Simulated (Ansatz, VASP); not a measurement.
**Two plane-wave programs on BaTe**

File INCAR:

```
SYSTEM = BaTe
ALGO     = Normal         ! electronic algorithm
EDIFF    = 1E-7           ! SCF threshold, eV
ENCUT    = 520            ! plane-wave cutoff, eV
GGA      = PE             ! functional
ISIF     = 2              ! what is computed and relaxed
ISMEAR   = -1             ! smearing method
LASPH    = .TRUE.         ! aspherical terms in the spheres
LCHARG   = .FALSE.        ! write CHGCAR
LREAL    = .FALSE.        ! projectors in reciprocal space
LWAVE    = .FALSE.        ! write WAVECAR
NBANDS   = 24             ! bands
NELM     = 80             ! most SCF steps
PREC     = Accurate       ! precision mode
SIGMA    = 0.02           ! smearing width, eV
```

File KPOINTS:

```
k-points
0
G
  6 6 4
  0 0 0
```

POSCAR

```
BaTe
1.0
    5.9721828061      0.0000000000      0.0000000000
   -2.9860914030      5.1720620261      0.0000000000
    0.0000000000      0.0000000000      7.1787774808
Ba Te
2 2
Direct
    0.3333333333      0.6666666667     -0.0625000000
    0.6666666667      0.3333333333      0.4375000000
    0.3333333333      0.6666666667      0.4375000000
    0.6666666667      0.3333333333      0.9375000000
```

Input for Ansatz:

```yaml
crystal:
  lattice:
    - [5.9721828061, 0.0, 0.0]
    - [-2.986091403, 5.1720620261, 0.0]
    - [0.0, 0.0, 7.1787774808]
  atoms:
    - { symbol: Ba, position: [0.3333333333, 0.6666666667, -0.0625] }
    - { symbol: Ba, position: [0.6666666667, 0.3333333333, 0.4375] }
    - { symbol: Te, position: [0.3333333333, 0.6666666667, 0.4375] }
    - { symbol: Te, position: [0.6666666667, 0.3333333333, 0.9375] }
kpoints:
  mp_grid: { grid: [6, 6, 4] }
  band_path:
    path:
      - [0.0, 0.0, 0.0]
      - [0.5, 0.0, 0.0]
      - [0.3333333333, 0.3333333333, 0.0]
      - [0.0, 0.0, 0.5]
      - [0.5, 0.0, 0.5]
      - [0.3333333333, 0.3333333333, 0.5]
    npoints: 1
hamiltonian:
  xc: pbe
scf:
  occupations: { method: fermi_dirac, width: 0.02 }
  n_extra_bands: 5
output:
  forces: true
  stress: true
  eigenvalues: true
```

Change from the starting cell: uniaxial_z strain +2.5%.

Alike in both runs: task single point; functional PBE; k mesh 6 × 6 × 4; occupations fermi-dirac, width 0.02 eV; no spin polarisation.

|  | VASP | Ansatz |
| --- | --- | --- |
| version | VASP 6.6.1 | Ansatz 0.2.0 |
| potentials or method | VASP PAW PBE potentials, release 64 (Ba_sv, Te) | plane waves, PAW |
| plane-wave cutoff (eV) | 520 | 420 |
| valence electrons in the cell | 32 | 52 |

```tsv
	VASP	Ansatz	Ansatz less VASP
gap on the k mesh at the Fermi level (eV)	1.96	2.03	+0.067
pressure (GPa)	-0.3	-0.5	-0.21
traceless stress, the component that is largest in VASP (GPa)	-0.73	-0.74	-0.005
```

With one functional, cell and mesh, what is left measures potentials, basis and numerics. VASP's potentials hold 32 valence electrons a cell and Ansatz's 52, so a difference there can come from the potentials and not from the codes.

Neither program's run includes spin-orbit coupling.
